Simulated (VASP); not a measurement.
Set up this calculation in VASP 6.6.1, as the native input.

* Task: relaxation of cell and atoms
* Functional: PBE
* Potentials or basis: VASP PAW PBE potentials, release 64 (Ba_sv, Hf_pv, O)
* Cutoff: 600 eV
* k mesh: 6 × 6 × 6
* Occupations: fermi-dirac, width 0.02 eV
* Spin: no spin polarisation
* Dipole correction: no
* Further INCAR settings: ALGO = Normal; EDIFF = 1e-07; IBRION = 2; EDIFFG = -0.005; NSW = 80; ISIF = 3

The structure of BaHfO3 lies in POSCAR:

```
BaHfO3
1.0
    4.6028789200      0.0000000000      0.0000000000
    0.0000000000      4.6028789200      0.0000000000
    0.0000000000      0.0000000000      4.6028789200
Ba Hf O
1 1 3
Direct
    0.0000000000      0.0000000000      0.0000000000
    0.5000000000      0.5000000000      0.5000000000
    0.5000000000      0.5000000000      0.0000000000
    0.5000000000      0.0000000000      0.5000000000
    0.0000000000      0.5000000000      0.5000000000
```

The input as run:

INCAR

```
SYSTEM = BaHfO3
PREC = Accurate
ENCUT = 600
EDIFF = 1E-7
ISMEAR = -1
SIGMA = 0.02
LREAL = .FALSE.
LASPH = .TRUE.
NELM = 100
ALGO = Normal
ISIF = 3
LWAVE = .FALSE.
LCHARG = .FALSE.
GGA = PE
IBRION = 2
NSW = 80
EDIFFG = -0.005
```

KPOINTS

```
regular mesh
0
G
  6 6 6
  0 0 0
```

Potentials or basis: VASP PAW PBE potentials, release 64 (Ba_sv, Hf_pv, O).

Launch:

```sh
$ cat potpaw_PBE.64/Ba_sv/POTCAR potpaw_PBE.64/Hf_pv/POTCAR potpaw_PBE.64/O/POTCAR > POTCAR
$ mpirun -np 1 vasp_std > vasp.out
```

It gave:

```
Relaxed volume                        : 14.82 Å³/atom
Relaxed cell                          : a = 4.200 Å, b = 4.200 Å, c = 4.200 Å, α = 90.00°, β = 90.00°, γ = 90.00°
Space group after relaxing (to 0.1 Å) : Pm-3m (No. 221)
Energy gained by relaxing             : 446.1 meV/atom
Ionic steps                           : 7
Pressure after relaxing               : 0.0 GPa
Band gap on the k mesh                : 3.55 eV (least direct gap 3.78 eV)
```

Caveat: the volume moved by over 15 % at a fixed basis, so the end points are rough; spin-orbit coupling is left out, which moves the levels of the heavy elements.

It took 6 min on 1 thread of Intel(R) Xeon(R) Platinum 8488C (Sapphire Rapids), with other jobs on the host, peak memory 0.28 GiB.
